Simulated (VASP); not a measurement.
# NiO in VASP: further runs

Runs on NiO. Level: PBE. Tasks: single point.

Program: VASP 6.6.1. These are calculated values, not measurements. Logs are shortened: lines on timing, memory, paths and dates and some standing lists are left out, and cuts for length are marked.

## (1) The cell of the first run

It takes space group Fm-3m (No. 225, cubic). Conventional cell: a = 4.172 Å, b = 4.172 Å, c = 4.172 Å, α = 90.00°, β = 90.00°, γ = 90.00°. Ni (site symmetry m-3m) has 6 O at 2.09 Å within 2.8 Å. O (site symmetry m-3m) has 6 Ni at 2.09 Å within 2.8 Å.

## (2) Single point, PBE, collinear spin, ferromagnetic start

Contents of INCAR:

```
SYSTEM = NiO
PREC = Accurate ; ENCUT = 520
EDIFF = 1E-7 ; ISMEAR = -1
SIGMA = 0.05 ; LREAL = .FALSE.
LASPH = .TRUE. ; NELM = 150
ALGO = Normal ; ISIF = 2
LWAVE = .FALSE. ; LCHARG = .FALSE.
ISPIN = 2 ; MAGMOM = 2 0
LORBIT = 11 ; LMAXMIX = 4
GGA = PE ; NBANDS = 19
```

Contents of KPOINTS:

```
Automatic mesh
0
G
  11 11 11
  0 0 0
```

Contents of POSCAR:

```
NiO
1.0
    0.0000000000      2.0859000000      2.0859000000
    2.0859000000      0.0000000000      2.0859000000
    2.0859000000      2.0859000000      0.0000000000
Ni O
1 1
Direct
    0.0000000000      0.0000000000      0.0000000000
    0.5000000000      0.5000000000      0.5000000000
```

Potentials or basis: VASP PAW PBE potentials, release 64 (Ni, O).

Command:

```
cat potpaw_PBE.64/Ni/POTCAR potpaw_PBE.64/O/POTCAR > POTCAR
mpirun -np 1 vasp_std > vasp.out
```

OUTCAR:

```text
SYSTEM = NiO
   PREC = Accurate
   ENCUT = 520
   EDIFF = 1E-7
   ISMEAR = -1
   LREAL = .FALSE.
   LASPH = .TRUE.
   NELM = 150
   ISIF = 2
   ISPIN = 2
   LORBIT = 11
   GGA = PE

 ion  position               nearest neighbor table
   1  0.000  0.000  0.000-   2 2.09   2 2.09   2 2.09   2 2.09   2 2.09   2 2.09
   2  0.500  0.500  0.500-   1 2.09   1 2.09   1 2.09   1 2.09   1 2.09   1 2.09

  LATTYP: Found a face centered cubic cell.
 ALAT       =     4.1718000000

  Lattice vectors:

 A1 = (   0.0000000000,   2.0859000000,   2.0859000000)
 A2 = (   2.0859000000,   0.0000000000,   2.0859000000)
 A3 = (   2.0859000000,   2.0859000000,   0.0000000000)

Analysis of symmetry for initial positions (statically):
=====================================================================
 Subroutine PRICEL returns:
 Original cell was already a primitive cell.

 Routine SETGRP: Setting up the symmetry group for a
 face centered cubic supercell.

 Subroutine GETGRP returns: Found 48 space group operations
 (whereof 48 operations were pure point group operations)
 out of a pool of 48 trial point group operations.

The static configuration has the point symmetry O_h .

Analysis of symmetry for dynamics (positions and initial velocities):
=====================================================================
 Subroutine PRICEL returns:
 Original cell was already a primitive cell.

 Routine SETGRP: Setting up the symmetry group for a
 face centered cubic supercell.

 Subroutine GETGRP returns: Found 48 space group operations
 (whereof 48 operations were pure point group operations)
 out of a pool of 48 trial point group operations.

The dynamic configuration has the point symmetry O_h .

Analysis of structural, dynamic, and magnetic symmetry:
=====================================================================
 Subroutine PRICEL returns:
 Original cell was already a primitive cell.

 Routine SETGRP: Setting up the symmetry group for a
 face centered cubic supercell.

 Subroutine GETGRP returns: Found 48 space group operations
 (whereof 48 operations were pure point group operations)
 out of a pool of 48 trial point group operations.

The overall configuration has the point symmetry O_h .

 Subroutine INISYM returns: Found 48 space group operations
 (whereof 48 operations are pure point group operations),
 and found     1 'primitive' translations

----------------------------------------------------------------------------------------

                                     Primitive cell

  volume of cell :      18.1514

  direct lattice vectors                    reciprocal lattice vectors
     0.000000000  2.085900000  2.085900000    -0.239704684  0.239704684  0.239704684
     2.085900000  0.000000000  2.085900000     0.239704684 -0.239704684  0.239704684
     2.085900000  2.085900000  0.000000000     0.239704684  0.239704684 -0.239704684

  length of vectors
     2.949908070  2.949908070  2.949908070     0.415180691  0.415180691  0.415180691

  position of ions in fractional coordinates (direct lattice)
     0.000000000  0.000000000  0.000000000
     0.500000000  0.500000000  0.500000000

  ion indices of the primitive-cell ions
   primitive index   ion index
                 1           1
                 2           2

----------------------------------------------------------------------------------------

 KPOINTS: Automatic mesh

Automatic generation of k-mesh.
 Grid dimensions read from file:
 generate k-points for:   11   11   11

 Generating k-lattice:

  Cartesian coordinates                     Fractional coordinates (reciprocal lattice)
    -0.021791335  0.021791335  0.021791335     0.090909091  0.000000000  0.000000000
     0.021791335 -0.021791335  0.021791335     0.000000000  0.090909091  0.000000000
     0.021791335  0.021791335 -0.021791335     0.000000000  0.000000000  0.090909091

  Length of vectors
     0.037743699  0.037743699  0.037743699

  Shift w.r.t. Gamma in fractional coordinates (k-lattice)
     0.000000000  0.000000000  0.000000000

 Subroutine IBZKPT returns following result:
 ===========================================

 Found     56 irreducible k-points:

 Following reciprocal coordinates:
            Coordinates               Weight
  0.000000  0.000000  0.000000      1.000000
  0.090909  0.000000  0.000000      8.000000
  0.181818  0.000000  0.000000      8.000000
  0.272727  0.000000  0.000000      8.000000
  0.363636  0.000000  0.000000      8.000000
  0.454545  0.000000  0.000000      8.000000
[... 16 lines left out ...]
 -0.272727  0.181818  0.000000     24.000000
 -0.181818  0.181818  0.000000     12.000000
 [... further k-points ...]
   k-points           NKPTS =     56   k-points in BZ     NKDIM =     56   number of bands    NBANDS=     19
   number of dos      NEDOS =    301   number of ions     NIONS =      2
   total plane-waves  NPLWV =  13824
   dimension x,y,z NGX =    24 NGY =   24 NGZ =   24
   dimension x,y,z NGXF=    48 NGYF=   48 NGZF=   48
   ions per type =               1   1
   NGX,Y,Z   is equivalent  to a cutoff of  13.53, 13.53, 13.53 a.u.
   NGXF,Y,Z  is equivalent  to a cutoff of  27.05, 27.05, 27.05 a.u.
 SYSTEM =  NiO
   PREC   = accura    normal or accurate (medium, high low for compatibility)
   ISTART =      0    job   : 0-new  1-cont  2-samecut
   ICHARG =      2    charge: 1-file 2-atom 10-const
   ISPIN  =      2    spin polarized calculation?
   LNONCOLLINEAR =      F non collinear calculations
   LSORBIT =      F    spin-orbit coupling
   LASPH  =      T    aspherical Exc in radial PAW
   ENCUT  =  520.0 eV  38.22 Ry    6.18 a.u.   5.48  5.48  5.48*2*pi/ulx,y,z
   NELM   =    150;   NELMIN=  2; NELMDL= -5     # of ELM steps
   EDIFF  = 0.1E-06   stopping-criterion for ELM
   LREAL  =      F    real-space projection
   EDIFFG = 0.1E-05   stopping-criterion for IOM
   NSW    =      0    number of steps for IOM
   IBRION =     -1    ionic relax: 0-MD 1-quasi-New 2-CG
   NFREE  =      0    steps in history (QN), initial steepest desc. (CG)
   ISIF   =      2    stress and relaxation
   ISYM   =      2    0-nonsym 1-usesym 2-fastsym
   POTIM  = 0.5000    time-step for ionic-motion
   TEBEG  =    0.0;   TEEND  =   0.0 temperature during run
   PSTRESS=    0.0 pullay stress
   NELECT =      16.0000    total number of electrons
   NUPDOWN=      -1.0000    fix difference up-down
   EMIN   =  10.00;   EMAX   =-10.00  energy-range for DOS
   EFERMI =   0.00;   METHOD = LEGACY
   ISMEAR =    -1;   SIGMA  =   0.05  broadening in eV -4-tet -1-fermi 0-gaus
   EFERMI_NEDOS =   21; number of points for ismear=-14 and -15
   IALGO  =     38    algorithm
   IMIX   =      4    mixing-type and parameters
     AMIX     =   0.40;   BMIX     =  1.00
     AMIX_MAG =   1.60;   BMIX_MAG =  1.00
  volume/ion in A,a.u.               =       9.08        61.25
  Fermi-wavevector in a.u.,A,eV,Ry     =   1.569681  2.966267 33.523364  2.463898
  Thomas-Fermi vector in A             =   2.671527
   LORBIT       =     11    0 simple, 1 ext, 2 COOP (PROOUT), +10 PAW based schemes
   GGA     = PE    functional components
   LHFCALC =     F    Hartree Fock is set to
   AEXX    =    0.0000 exact exchange contribution
   IVDW    =     0    specifies the selected vdW correction
   LEPSILON=     F    determine dielectric tensor
   LRPA    =     F    only Hartree local field effects (RPA)
 spin polarized calculation
  energy-cutoff  :      520.00
  volume of cell :       18.15
 maximum number of plane-waves:       531
 NGX is ok and might be reduce to    24
   NGX = 11   NGY = 11   NGZ = 11

 number of electron      16.0000001 magnetization       1.6702933

 Free energy of the ion-electron system (eV)
  ---------------------------------------------------
  ext. energy  EPLUGINS =         0.00000000
  ---------------------------------------------------
  free energy    TOTEN  =       -11.47365148 eV

  energy without entropy =      -11.46193211  energy(sigma->0) =      -11.46779180

 E-fermi :   7.9526     XC(G=0): -12.7000

 val. band max:        7.9469761721   @ k =  -0.4545   0.1818   0.0909
 cond. band min:       7.9728169448   @ k =   0.4545   0.3636   0.0909
 fundamental gap:      0.0258407727
 Fermi energy:         7.9525590140

 spin component 1

 k-point     1 :       0.0000    0.0000    0.0000
  band No.  band energies     occupation
      1     -12.4628      1.00000
      2       4.8811      1.00000
      3       4.8812      1.00000
      4       4.9268      1.00000
      5       4.9268      1.00000
      6       4.9268      1.00000
[... 11 lines left out ...]
     18      33.9259      0.00000
     19      33.9259      0.00000
[... 485 lines left out ...]
 k-point    24 :      -0.1818    0.1818    0.0000
  band No.  band energies     occupation
      1     -11.6348      1.00000
      2       1.3187      1.00000
      3       2.4612      1.00000
      4       3.1099      1.00000
      5       5.4718      1.00000
      6       5.6627      1.00000
[... 11 lines left out ...]
     18      38.9130      0.00000
     19      40.0426      0.00000

 [... further k-points ...]

 spin component 2

 k-point     1 :       0.0000    0.0000    0.0000
  band No.  band energies     occupation
      1     -12.0547      1.00000
      2       5.3994      1.00000
      3       5.3994      1.00000
      4       5.3994      1.00000
      5       6.1054      1.00000
      6       6.1056      1.00000
[... 11 lines left out ...]
     18      34.5020      0.00000
     19      34.5022      0.00000
[... 485 lines left out ...]
 k-point    24 :      -0.1818    0.1818    0.0000
  band No.  band energies     occupation
      1     -11.2003      1.00000
      2       1.8473      1.00000
      3       3.5849      1.00000
      4       3.5906      1.00000
      5       6.4665      1.00000
      6       7.0145      1.00000
[... 11 lines left out ...]
     18      39.3075      0.00000
     19      40.2594      0.00000

 [... further k-points ...]

------------------------ aborting loop because EDIFF is reached ----------------------------------------

  FORCE on cell =-STRESS in cart. coord.  units (eV):
  Direction    XX          YY          ZZ          XY          YZ          ZX
  --------------------------------------------------------------------------------------
  -------------------------------------------------------------------------------------
  Total        0.5751249      0.5751249      0.5751249     -0.0000000      0.0000000     -0.0000000
  in kB       50.7647547     50.7647547     50.7647547     -0.0000000      0.0000000     -0.0000000
  external PRESSURE =      50.7647547 kB  Pullay stress =       0.0000000 kB

 VOLUME and BASIS-vectors are now :
 -----------------------------------------------------------------------------
  energy-cutoff  :      520.00
  volume of cell :       18.15
      direct lattice vectors                 reciprocal lattice vectors
     0.000000000  2.085900000  2.085900000    -0.239704684  0.239704684  0.239704684
     2.085900000  0.000000000  2.085900000     0.239704684 -0.239704684  0.239704684
     2.085900000  2.085900000  0.000000000     0.239704684  0.239704684 -0.239704684

 POSITION                                       TOTAL-FORCE (eV/Angst)
 -----------------------------------------------------------------------------------
      0.00000      0.00000      0.00000         0.000000      0.000000      0.000000
      2.08590      2.08590      2.08590        -0.000000     -0.000000     -0.000000
 -----------------------------------------------------------------------------------
    total drift:                                0.000000     -0.000000     -0.000000

  FREE ENERGIE OF THE ION-ELECTRON SYSTEM (eV)
  ---------------------------------------------------
  free  energy   TOTEN  =       -11.4736514802 eV

  energy  without entropy=      -11.4619321142  energy(sigma->0) =      -11.46779180

 total charge

# of ion       s       p       d       tot
------------------------------------------
    1        0.332   0.407   8.257   8.996
    2        1.557   3.422   0.000   4.979
--------------------------------------------------
tot          1.890   3.828   8.257  13.975

 magnetization (x)

# of ion       s       p       d       tot
------------------------------------------
    1        0.012   0.015   1.354   1.381
    2        0.028   0.221   0.000   0.249
--------------------------------------------------
tot          0.039   0.236   1.354   1.630
```

Run time: 67 s. Hardware: 1 thread of Intel Xeon 8259CL, shared host; peak memory 0.17 GiB.

Results:

- Free energy: -11.4737 eV
- Pressure: 5.1 GPa
- Net moment: 1.67 μB per cell
- Site moments: Ni +1.38; O +0.25 μB
- Valence electrons inside the program's atomic spheres: Ni 9.00; O 4.98

Caveat: the cell stands under pressure; a cell with one magnetic atom can't hold antiferromagnetic order, which such compounds often take; semilocal functionals often make such compounds metallic where correlation or magnetic order opens a gap, which also shifts bond lengths.

## (3) Single point, PBE, collinear spin, ferromagnetic start

Contents of INCAR:

```
SYSTEM = NiO
PREC = Accurate
ENCUT = 520
EDIFF = 1E-7
ISMEAR = -1
SIGMA = 0.05
LREAL = .FALSE.
LASPH = .TRUE.
NELM = 150
ALGO = Normal
ISIF = 2
LWAVE = .FALSE.
LCHARG = .FALSE.
ISPIN = 2
MAGMOM = 2 0
LORBIT = 11
LMAXMIX = 4
GGA = PE
NBANDS = 19
```

KPOINTS is that of step 2.

POSCAR, as its differences from that of step 2:

```diff
@@ -9,2 +9,2 @@
     0.0000000000      0.0000000000      0.0000000000
-    0.5000000000      0.5000000000      0.5000000000
+    0.4760295316      0.4760295316      0.5239704684
```

Potentials or basis: VASP PAW PBE potentials, release 64 (Ni, O).

Command:

```
cat potpaw_PBE.64/Ni/POTCAR potpaw_PBE.64/O/POTCAR > POTCAR
mpirun -np 1 vasp_std > vasp.out
```

Run time: 2 min. Hardware: 1 thread of Intel Xeon 8259CL, shared host; peak memory 0.2 GiB.

Results (log left out):

```
Free energy                                           : -11.4577 eV
Pressure                                              : 7.1 GPa
Largest force                                         : 0.313 eV/Å
Net moment                                            : 1.78 μB per cell
Site moments                                          : Ni +1.45; O +0.28 μB
Valence electrons inside the program's atomic spheres : Ni 9.00; O 4.99
```

Forces in eV/Å, atoms in the order of the input:
```
Ni   0.000  0.000 -0.313
O    0.000  0.000  0.313
```

Stress tensor (GPa, compression positive):
```
5.69 0.00 0.00
0.00 5.69 0.00
0.00 0.00 9.96
```

Levels at points of the mesh, in eV from the Fermi level:
Spin up:
```tsv
k point	band 6	band 7	band 8	band 9	band 10	band 11	band 12	band 13
(0.00, 0.00, 0.00)	-2.68	-2.45	-2.40	-2.40	1.52	17.75	18.84	18.84
```
Spin down:
| k point | band 3 | band 4 | band 5 | band 6 | band 7 | band 8 | band 9 | band 10 | band 11 | band 12 |
| --- | --- | --- | --- | --- | --- | --- | --- | --- | --- | --- |
| (0.00, 0.00, 0.00) | -2.73 | -2.73 | -1.86 | -1.64 | -1.64 | -0.63 | -0.37 | 1.88 | 17.71 | 19.08 |

Caveat: the cell stands under pressure; a cell with one magnetic atom can't hold antiferromagnetic order, which such compounds often take; semilocal functionals often make such compounds metallic where correlation or magnetic order opens a gap, which also shifts bond lengths. With open d or f shells a metallic result of PBE can be an artefact of self-interaction; +U or a hybrid may open a gap.

## (4) Single point, PBE, collinear spin, ferromagnetic start

Contents of INCAR:

```
SYSTEM = NiO
ALGO = Normal ; EDIFF = 1E-6
ENCUT = 520 ; GGA = PE
ISIF = 2 ; ISMEAR = -1
ISPIN = 2 ; LASPH = .True.
LCHARG = .False. ; LMAXMIX = 4
LORBIT = 11 ; LREAL = .False.
LWAVE = .False. ; MAGMOM = 2 0
NBANDS = 19 ; NELM = 150
PREC = Accurate ; SIGMA = 0.05
```

Contents of KPOINTS:

```
k-points
0
Gamma
  11 11 11
  0 0 0
```

POSCAR, as its differences from that of step 3:

```diff
@@ -9,2 +9,2 @@
     0.0000000000      0.0000000000      0.0000000000
-    0.4760295316      0.4760295316      0.5239704684
+    0.5239704684      0.5239704684      0.4760295316
```

Command:

```
cat potpaw_PBE.64/Ni/POTCAR potpaw_PBE.64/O/POTCAR > POTCAR
mpirun -np 1 vasp_std > vasp.out
```

Wall time 1.9 min (1 thread of Intel Xeon 8259CL, shared host); peak memory 0.2 GiB.

It converged, with:

```
Free energy                                           : -11.4577 eV
Pressure                                              : 7.1 GPa
Largest force                                         : 0.313 eV/Å
Net moment                                            : 1.78 μB per cell
Site moments                                          : Ni +1.45; O +0.28 μB
Valence electrons inside the program's atomic spheres : Ni 9.00; O 4.99
```

Forces in eV/Å, atoms in the order of the input:
```
Ni   0.000  0.000  0.313
O    0.000  0.000 -0.313
```

Stress tensor (GPa, compression positive):
```
5.72 0.00 0.00
0.00 5.72 0.00
0.00 0.00 9.98
```

Levels at points of the mesh, in eV from the Fermi level:
Spin up:
```
           k point  band 5  band 6  band 7  band 8  band 9  band 10  band 11  band 12  band 13  band 14
(0.00, 0.00, 0.00)   -3.14   -2.68   -2.45   -2.40   -2.40     1.52    17.75    18.84    18.84    19.02
```
Spin down:
```csv
k point,band 5,band 6,band 7,band 8,band 9,band 10
"(0.00, 0.00, 0.00)",-1.86,-1.64,-1.64,-0.63,-0.37,1.88
```

Caveat: the cell stands under pressure; a cell with one magnetic atom can't hold antiferromagnetic order, which such compounds often take; semilocal functionals often make such compounds metallic where correlation or magnetic order opens a gap, which also shifts bond lengths. With open d or f shells a metallic result of PBE can be an artefact of self-interaction; +U or a hybrid may open a gap.
